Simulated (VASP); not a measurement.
Wanted: the native input for a VASP 6.6.1 run.

- Task: single point
- Functional: PBE
- Potentials or basis: VASP PAW PBE potentials, release 64 (Ca_sv, Ge_d, N)
- Cutoff: 520 eV
- k mesh: 4 × 4 × 4
- Occupations: gaussian, width 0.1 eV
- Spin: no spin polarisation
- Dipole correction: no
- Further INCAR settings: ALGO = Normal; EDIFF = 1e-06; NBANDS = 44

The structure of CaGe4N lies in POSCAR:

```
CaGe4N
1.0
    0.0000000000      3.8794034500      3.8794034500
    3.8794034500      0.0000000000      3.8794034500
    3.8794034500      3.8794034500      0.0000000000
Ca Ge N
1 4 1
Direct
    0.7500000000      0.7500000000      0.7500000000
    0.8751070200      0.3749643300      0.3749643300
    0.3749643300      0.3749643300      0.3749643300
    0.3749643300      0.8751070200      0.3749643300
    0.3749643300      0.3749643300      0.8751070200
    0.0000000000      0.0000000000      0.0000000000
```

The cell was generated, and may not be a known phase.

The input as run:

INCAR

```
SYSTEM = CaGe4N
ALGO     = Normal         ! electronic algorithm
EDIFF    = 1E-6           ! SCF threshold, eV
ENCUT    = 520            ! plane-wave cutoff, eV
GGA      = PE             ! functional
ISIF     = 2              ! what is computed and relaxed
ISMEAR   = 0              ! smearing method
LASPH    = .TRUE.         ! aspherical terms in the spheres
LCHARG   = .FALSE.        ! write CHGCAR
LREAL    = .FALSE.        ! projectors in reciprocal space
LWAVE    = .FALSE.        ! write WAVECAR
NBANDS   = 44             ! bands
NELM     = 100            ! most SCF steps
PREC     = Accurate       ! precision mode
SIGMA    = 0.1            ! smearing width, eV
```

KPOINTS

```
k-points
0
G
  4 4 4
  0 0 0
```

Potentials or basis: VASP PAW PBE potentials, release 64 (Ca_sv, Ge_d, N).

Run with:

```bash
$ cat potpaw_PBE.64/Ca_sv/POTCAR potpaw_PBE.64/Ge_d/POTCAR potpaw_PBE.64/N/POTCAR > POTCAR
$ mpirun -np 1 vasp_std > vasp.out
```

Results of the run:

- Pressure: -1.9 GPa
- Largest force: 0.101 eV/Å
- Band gap on the k mesh: zero (an odd number of electrons rules out a gap without spin polarisation)

Wall time 95 s on 1 thread of AMD EPYC 7R43 64-Core Processor (Zen 3) (shared host), peak memory 0.23 GiB.
